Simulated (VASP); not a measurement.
# MgF2 (P4_2/mnm) in VASP: notebook

MgF2 is run at these levels: PBE; tasks: single point.

All numbers are computed with VASP 6.6.1; they aren't measurements. Logs are shortened: lines on timing, memory, paths and dates and some standing lists are left out, and cuts for length are marked.

## 1. The cell of the first run

The structure is tetragonal, space group P4_2/mnm (No. 136). The conventional cell has a = 4.768 Å, b = 4.768 Å, c = 3.066 Å, α = 90.00°, β = 90.00°, γ = 90.00°. Mg (site symmetry mmm) has 6 F at 2.02 to 2.05 Å within 2.7 Å. Within 2.7 Å of F (site symmetry m2m) lie 3 Mg at 2.02 to 2.05 Å and 1 F at 2.64 Å.

## 2. Single point, PBE (biaxial strain in the a-b plane: +1.5 %, then relaxed in part)

INCAR reads:

```
SYSTEM = MgF2
ALGO = Normal
EDIFF = 1E-6
ENCUT = 600
GGA = PE
GGA_COMPAT = .False.
ISIF = 2
ISMEAR = 0
LASPH = .True.
LCHARG = .False.
LREAL = .False.
LWAVE = .False.
NBANDS = 25
NELM = 120
PREC = Accurate
SIGMA = 0.02
```

KPOINTS reads:

```
k-points
0
Gamma
  6 6 8
  0 0 0
```

POSCAR reads:

```
MgF2
1.0
    4.7680447642      0.0000000000      0.0000000000
    0.0000000000      4.7680447642      0.0000000000
    0.0000000000      0.0000000000      3.0661985874
Mg F
2 4
Direct
    0.5000000000      0.5000000000      0.5000000000
    0.0000000000      0.0000000000      0.0000000000
    0.6960669918      0.6960669918      0.0000000000
    0.8039330082      0.1960669918      0.5000000000
    0.3039330082      0.3039330082      0.0000000000
    0.1960669918      0.8039330082      0.5000000000
```

Potentials or basis: VASP PAW PBE potentials, release 64 (Mg, F).

The run is started by

```sh
> cat potpaw_PBE.64/Mg/POTCAR potpaw_PBE.64/F/POTCAR > POTCAR
> mpirun -np 1 vasp_std > vasp.out
```

OUTCAR:

```text
SYSTEM = MgF2
   EDIFF = 1E-6
   ENCUT = 600
   GGA = PE
   ISIF = 2
   ISMEAR = 0
   LASPH = .True.
   LREAL = .False.
   NELM = 120
   PREC = Accurate

 ion  position               nearest neighbor table
   1  0.500  0.500  0.500-   3 2.02   5 2.02   3 2.02   5 2.02   4 2.05   6 2.05
   2  0.000  0.000  0.000-   4 2.02   6 2.02   4 2.02   6 2.02   5 2.05   3 2.05
   3  0.696  0.696  0.000-   1 2.02   1 2.02   2 2.05
   4  0.804  0.196  0.500-   2 2.02   2 2.02   1 2.05
   5  0.304  0.304  0.000-   1 2.02   1 2.02   2 2.05
   6  0.196  0.804  0.500-   2 2.02   2 2.02   1 2.05

  LATTYP: Found a simple tetragonal cell.
 ALAT       =     4.7680447642
 C/A-ratio  =     0.6430725253

  Lattice vectors:

 A1 = (   4.7680447642,   0.0000000000,   0.0000000000)
 A2 = (   0.0000000000,   4.7680447642,   0.0000000000)
 A3 = (   0.0000000000,   0.0000000000,   3.0661985874)

Analysis of symmetry for initial positions (statically):
=====================================================================
 Subroutine PRICEL returns:
 Original cell was already a primitive cell.

 Routine SETGRP: Setting up the symmetry group for a
 simple tetragonal supercell.

 Subroutine GETGRP returns: Found 16 space group operations
 (whereof  8 operations were pure point group operations)
 out of a pool of 16 trial point group operations.

The static configuration has the point symmetry D_2h.
 The point group associated with its full space group is D_4h.

Analysis of symmetry for dynamics (positions and initial velocities):
=====================================================================
 Subroutine PRICEL returns:
 Original cell was already a primitive cell.

 Routine SETGRP: Setting up the symmetry group for a
 simple tetragonal supercell.

 Subroutine GETGRP returns: Found 16 space group operations
 (whereof  8 operations were pure point group operations)
 out of a pool of 16 trial point group operations.

The dynamic configuration has the point symmetry D_2h.
 The point group associated with its full space group is D_4h.

 Subroutine INISYM returns: Found 16 space group operations
 (whereof  8 operations are pure point group operations),
 and found     1 'primitive' translations

----------------------------------------------------------------------------------------

                                     Primitive cell

  volume of cell :      69.7077

  direct lattice vectors                    reciprocal lattice vectors
     4.768044764  0.000000000  0.000000000     0.209729575  0.000000000  0.000000000
     0.000000000  4.768044764  0.000000000     0.000000000  0.209729575  0.000000000
     0.000000000  0.000000000  3.066198587     0.000000000  0.000000000  0.326136736

  length of vectors
     4.768044764  4.768044764  3.066198587     0.209729575  0.209729575  0.326136736

  position of ions in fractional coordinates (direct lattice)
     0.500000000  0.500000000  0.500000000
     0.000000000  0.000000000  0.000000000
     0.696066992  0.696066992  0.000000000
     0.803933008  0.196066992  0.500000000
     0.303933008  0.303933008  0.000000000
     0.196066992  0.803933008  0.500000000

  ion indices of the primitive-cell ions
   primitive index   ion index
                 1           1
                 2           2
                 3           3
                 4           4
                 5           5
                 6           6

----------------------------------------------------------------------------------------

 KPOINTS: k-points

Automatic generation of k-mesh.
 Grid dimensions read from file:
 generate k-points for:    6    6    8

 Generating k-lattice:

  Cartesian coordinates                     Fractional coordinates (reciprocal lattice)
     0.034954929  0.000000000  0.000000000     0.166666667  0.000000000  0.000000000
     0.000000000  0.034954929  0.000000000     0.000000000  0.166666667  0.000000000
     0.000000000  0.000000000  0.040767092     0.000000000  0.000000000  0.125000000

  Length of vectors
     0.034954929  0.034954929  0.040767092

  Shift w.r.t. Gamma in fractional coordinates (k-lattice)
     0.000000000  0.000000000  0.000000000

 Subroutine IBZKPT returns following result:
 ===========================================

 Found     50 irreducible k-points:

 Following reciprocal coordinates:
            Coordinates               Weight
  0.000000  0.000000  0.000000      1.000000
  0.166667  0.000000  0.000000      4.000000
  0.333333  0.000000  0.000000      4.000000
  0.500000  0.000000  0.000000      2.000000
  0.166667  0.166667  0.000000      4.000000
  0.333333  0.166667  0.000000      8.000000
[... 16 lines left out ...]
  0.333333  0.000000  0.250000      8.000000
  0.500000  0.000000  0.250000      4.000000
 [... further k-points ...]
   k-points           NKPTS =     50   k-points in BZ     NKDIM =     50   number of bands    NBANDS=     25
   number of dos      NEDOS =    301   number of ions     NIONS =      6
   total plane-waves  NPLWV =  38400
   dimension x,y,z NGX =    40 NGY =   40 NGZ =   24
   dimension x,y,z NGXF=    80 NGYF=   80 NGZF=   48
   ions per type =               2   4
   NGX,Y,Z   is equivalent  to a cutoff of  13.95, 13.95, 13.01 a.u.
   NGXF,Y,Z  is equivalent  to a cutoff of  27.89, 27.89, 26.03 a.u.
 SYSTEM =  MgF2
   PREC   = accura    normal or accurate (medium, high low for compatibility)
   ISTART =      0    job   : 0-new  1-cont  2-samecut
   ICHARG =      2    charge: 1-file 2-atom 10-const
   ISPIN  =      1    spin polarized calculation?
   LNONCOLLINEAR =      F non collinear calculations
   LSORBIT =      F    spin-orbit coupling
   LASPH  =      T    aspherical Exc in radial PAW
   ENCUT  =  600.0 eV  44.10 Ry    6.64 a.u.   9.52  9.52  6.12*2*pi/ulx,y,z
   NELM   =    120;   NELMIN=  2; NELMDL= -5     # of ELM steps
   EDIFF  = 0.1E-05   stopping-criterion for ELM
   LREAL  =      F    real-space projection
   EDIFFG = 0.1E-04   stopping-criterion for IOM
   NSW    =      0    number of steps for IOM
   IBRION =     -1    ionic relax: 0-MD 1-quasi-New 2-CG
   NFREE  =      0    steps in history (QN), initial steepest desc. (CG)
   ISIF   =      2    stress and relaxation
   ISYM   =      2    0-nonsym 1-usesym 2-fastsym
   POTIM  = 0.5000    time-step for ionic-motion
   TEBEG  =    0.0;   TEEND  =   0.0 temperature during run
   PSTRESS=    0.0 pullay stress
   NELECT =      32.0000    total number of electrons
   NUPDOWN=      -1.0000    fix difference up-down
   EMIN   =  10.00;   EMAX   =-10.00  energy-range for DOS
   EFERMI =   0.00;   METHOD = LEGACY
   ISMEAR =     0;   SIGMA  =   0.02  broadening in eV -4-tet -1-fermi 0-gaus
   EFERMI_NEDOS =   21; number of points for ismear=-14 and -15
   IALGO  =     38    algorithm
   IMIX   =      4    mixing-type and parameters
     AMIX     =   0.40;   BMIX     =  1.00
     AMIX_MAG =   1.60;   BMIX_MAG =  1.00
  volume/ion in A,a.u.               =      11.62        78.40
  Fermi-wavevector in a.u.,A,eV,Ry     =   1.262887  2.386511 21.699711  1.594884
  Thomas-Fermi vector in A             =   2.396272
   LORBIT       =      0    0 simple, 1 ext, 2 COOP (PROOUT), +10 PAW based schemes
   GGA     = PE    functional components
   LHFCALC =     F    Hartree Fock is set to
   AEXX    =    0.0000 exact exchange contribution
   IVDW    =     0    specifies the selected vdW correction
   LEPSILON=     F    determine dielectric tensor
   LRPA    =     F    only Hartree local field effects (RPA)
 non-spin polarized calculation
 Gauss-broadening in eV      SIGMA  =   0.02
  energy-cutoff  :      600.00
  volume of cell :       69.71
 maximum number of plane-waves:      2396
 NGX is ok and might be reduce to    40
   NGX = 19   NGY = 19   NGZ = 13

 number of electron      32.0000020 magnetization

 Free energy of the ion-electron system (eV)
  ---------------------------------------------------
  ext. energy  EPLUGINS =         0.00000000
  ---------------------------------------------------
  free energy    TOTEN  =       -31.53394873 eV

  energy without entropy =      -31.53394873  energy(sigma->0) =      -31.53394873

 E-fermi :  -1.4969     XC(G=0):  -9.4120

 val. band max:       -1.6148637050   @ k =   0.0000   0.0000   0.0000
 cond. band min:       5.0753634638   @ k =   0.0000   0.0000   0.0000
 fundamental gap:      6.6902271687
 Fermi energy:        -1.4969490022

 k-point     1 :       0.0000    0.0000    0.0000
  band No.  band energies     occupation
      1     -22.1353      2.00000
      2     -21.4617      2.00000
      3     -21.4617      2.00000
      4     -21.3824      2.00000
      5      -5.4730      2.00000
      6      -3.8608      2.00000
[... 17 lines left out ...]
     24      15.9260      0.00000
     25      15.9260      0.00000

 k-point     2 :       0.1667    0.0000    0.0000
  band No.  band energies     occupation
      1     -22.0979      2.00000
      2     -21.5356      2.00000
      3     -21.4507      2.00000
      4     -21.3612      2.00000
      5      -5.3780      2.00000
      6      -3.9304      2.00000
[... 17 lines left out ...]
     24      15.7077      0.00000
     25      16.0905      0.00000

 k-point     3 :       0.3333    0.0000    0.0000
  band No.  band energies     occupation
      1     -21.9934      2.00000
      2     -21.6787      2.00000
      3     -21.4218      2.00000
      4     -21.3603      2.00000
      5      -5.1230      2.00000
      6      -4.3589      2.00000
[... 552 lines left out ...]
 k-point    23 :       0.3333    0.0000    0.2500
  band No.  band energies     occupation
      1     -21.8436      2.00000
      2     -21.6013      2.00000
      3     -21.4012      2.00000
      4     -21.3734      2.00000
      5      -4.8392      2.00000
      6      -4.2209      2.00000
[... 17 lines left out ...]
     24      14.5663      0.00000
     25      14.9327      0.00000

 k-point    24 :       0.5000    0.0000    0.2500
  band No.  band energies     occupation
      1     -21.7268      2.00000
      2     -21.7268      2.00000
      3     -21.3838      2.00000
      4     -21.3838      2.00000
      5      -4.5443      2.00000
      6      -4.5443      2.00000
[... 17 lines left out ...]
     24      13.9035      0.00000
     25      15.6318      0.00000

 [... further k-points ...]

------------------------ aborting loop because EDIFF is reached ----------------------------------------

  FORCE on cell =-STRESS in cart. coord.  units (eV):
  Direction    XX          YY          ZZ          XY          YZ          ZX
  --------------------------------------------------------------------------------------
  -------------------------------------------------------------------------------------
  Total       -1.4410930     -1.4410930     -0.4363145      0.0000000      0.0000000      0.0000000
  in kB      -33.1223907    -33.1223907    -10.0283462      0.0000000      0.0000000      0.0000000
  external PRESSURE =     -25.4243759 kB  Pullay stress =       0.0000000 kB

 VOLUME and BASIS-vectors are now :
 -----------------------------------------------------------------------------
  energy-cutoff  :      600.00
  volume of cell :       69.71
      direct lattice vectors                 reciprocal lattice vectors
     4.768044764  0.000000000  0.000000000     0.209729575  0.000000000  0.000000000
     0.000000000  4.768044764  0.000000000     0.000000000  0.209729575  0.000000000
     0.000000000  0.000000000  3.066198587     0.000000000  0.000000000  0.326136736

 POSITION                                       TOTAL-FORCE (eV/Angst)
 -----------------------------------------------------------------------------------
      2.38402      2.38402      1.53310        -0.000000      0.000000     -0.000000
      0.00000      0.00000      0.00000        -0.000000      0.000000     -0.000000
      3.31888      3.31888      0.00000        -0.001733     -0.001733     -0.000000
      3.83319      0.93486      1.53310         0.001733     -0.001733     -0.000000
      1.44917      1.44917      0.00000         0.001733      0.001733      0.000000
      0.93486      3.83319      1.53310        -0.001733      0.001733     -0.000000
 -----------------------------------------------------------------------------------
    total drift:                                0.000000     -0.000000      0.000000

  FREE ENERGIE OF THE ION-ELECTRON SYSTEM (eV)
  ---------------------------------------------------
  free  energy   TOTEN  =       -31.5339487272 eV

  energy  without entropy=      -31.5339487272  energy(sigma->0) =      -31.53394873
```

Wall time 28 s (1 thread of Intel Xeon 6975P-C (Granite Rapids), shared host); peak memory 0.24 GiB.

Results:

```
Free energy            : -31.5339 eV
Pressure               : -2.5 GPa
Band gap on the k mesh : 6.69 eV, direct
```

Forces in eV/Å, atoms in the order of the input:
```
Mg   0.000  0.000  0.000
Mg   0.000  0.000  0.000
F   -0.002 -0.002  0.000
F    0.002 -0.002  0.000
F    0.002  0.002  0.000
F   -0.002  0.002  0.000
```

Stress tensor (GPa, compression positive):
```
-3.31  0.00  0.00
 0.00 -3.31  0.00
 0.00  0.00 -1.00
```

Caveat: the cell differs from its parent crystal (biaxial strain in the a-b plane: +1.5 %, then relaxed in part). A k mesh can miss the band edges.

## 3. Single point, PBE (biaxial strain in the a-b plane: +3.0 %)

INCAR reads:

```
ALGO = Normal ; EDIFF = 1E-6
ENCUT = 600 ; GGA = PE
GGA_COMPAT = False ; ISIF = 2
ISMEAR = 0 ; LASPH = True
LCHARG = False ; LREAL = False
LWAVE = False ; NBANDS = 25
NELM = 120 ; PREC = Accurate
SIGMA = 0.02
```

KPOINTS reads:

```
k-points
0
Gamma
  6 6 8
```

Changes to POSCAR since step 2:

```diff
@@ -2,5 +2,5 @@
 1.0
-    4.7680447642      0.0000000000      0.0000000000
-    0.0000000000      4.7680447642      0.0000000000
-    0.0000000000      0.0000000000      3.0661985874
+    4.8385084800      0.0000000000      0.0000000000
+    0.0000000000      4.8385084800      0.0000000000
+    0.0000000000      0.0000000000      3.0373180512
 Mg F
```

Potentials or basis: VASP PAW PBE potentials, release 64 (Mg, F).

The run is started by

```sh
> cat potpaw_PBE.64/Mg/POTCAR potpaw_PBE.64/F/POTCAR > POTCAR
> mpirun -np 1 vasp_std > vasp.out
```

Run time: 31 s. Hardware: 1 thread of Intel Xeon 6975P-C (Granite Rapids), shared host; peak memory 0.24 GiB.

The run converged. Its results:

```yaml
Free_energy: -31.4855 eV
Pressure: -3.9 GPa
Largest_force: 0.045 eV/Å
Band_gap_on_the_k_mesh: 6.59 eV, direct
```

Forces on the atoms (eV/Å):
```
Mg   0.000  0.000  0.000
Mg   0.000  0.000  0.000
F   -0.032 -0.032  0.000
F    0.032 -0.032  0.000
F    0.032  0.032  0.000
F   -0.032  0.032  0.000
```

Stress tensor (GPa, compression positive):
```
-5.41  0.00  0.00
 0.00 -5.41  0.00
 0.00  0.00 -0.74
```

Levels at points of the mesh, in eV from the valence-band top:
| k point | band 14 | band 15 | band 16 | band 17 | band 18 | band 19 |
| --- | --- | --- | --- | --- | --- | --- |
| (0.00, 0.00, 0.00) | -0.34 | -0.34 | 0.00 | 6.59 | 11.78 | 11.78 |
| (0.50, 0.00, 0.00) | -0.85 | -0.36 | -0.36 | 8.86 | 8.86 | 13.04 |
| (0.50, 0.50, 0.00) | -0.89 | -0.73 | -0.73 | 10.30 | 10.30 | 10.76 |
| (0.00, 0.00, 0.50) | -0.95 | -0.77 | -0.77 | 11.36 | 11.36 | 14.59 |
| (0.50, 0.00, 0.50) | -0.69 | -0.60 | -0.60 | 12.16 | 12.16 | 12.82 |
| (0.50, 0.50, 0.50) | -0.55 | -0.48 | -0.48 | 12.32 | 12.32 | 12.93 |

Caveat: the cell differs from its parent crystal (biaxial strain in the a-b plane: +3.0 %).
